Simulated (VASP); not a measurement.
Input of a VASP 6.6.1 run:

The input INCAR:

```
PREC     = Accurate       # precision mode
ENCUT    = 520            # plane-wave cutoff, eV
EDIFF    = 1E-6           # SCF threshold, eV
ISMEAR   = 0              # smearing method
SIGMA    = 0.1            # smearing width, eV
LREAL    = F              # projectors in reciprocal space
LASPH    = T              # aspherical terms in the spheres
NELM     = 60             # most SCF steps
ALGO     = Normal         # electronic algorithm
ISIF     = 2              # what is computed and relaxed
LWAVE    = F              # write WAVECAR
LCHARG   = F              # write CHGCAR
GGA      = PE             # functional
NBANDS   = 23             # bands
```

The input KPOINTS:

```
regular mesh
0
Gamma
  6 6 2
```

POSCAR

```
ScH3Br2
1.0
    3.4813221111      0.0000000000      0.0000000000
   -1.7406610555      3.0149133869      0.0000000000
    0.0000000000      0.0000000000      7.5783074975
Sc H Br
1 3 2
Direct
    0.0000000000      0.0000000000      0.0000000000
    0.3333333333      0.6666666667      0.0423741259
    0.6666666667      0.3333333333      0.9576258741
    0.0000000000      0.0000000000      0.5000000000
    0.3333333333      0.6666666667      0.6881148961
    0.6666666667      0.3333333333      0.3118851039
```

Potentials or basis: VASP PAW PBE potentials, release 64 (Sc_sv, H, Br).

The run is started by

```bash
$ cat potpaw_PBE.64/Sc_sv/POTCAR potpaw_PBE.64/H/POTCAR potpaw_PBE.64/Br/POTCAR > POTCAR
$ mpirun -np 1 vasp_std > vasp.out
```

Problem. Estimate the largest force.

Solution. 0.011 eV/Å.

Problem. Estimate the band gap on the k mesh.

Solution. Zero (bands 14 and 15 overlap by 1.01 eV).

Problem. Estimate the pressure.

Solution. 0.0 GPa.

Stress tensor (GPa, compression positive):
```
 0.04  0.00  0.00
 0.00  0.04  0.00
 0.00  0.00 -0.04
```

Caveat: the k points lie up to 0.41 Å⁻¹ apart, too coarse for converged energies and pressures of a metal.
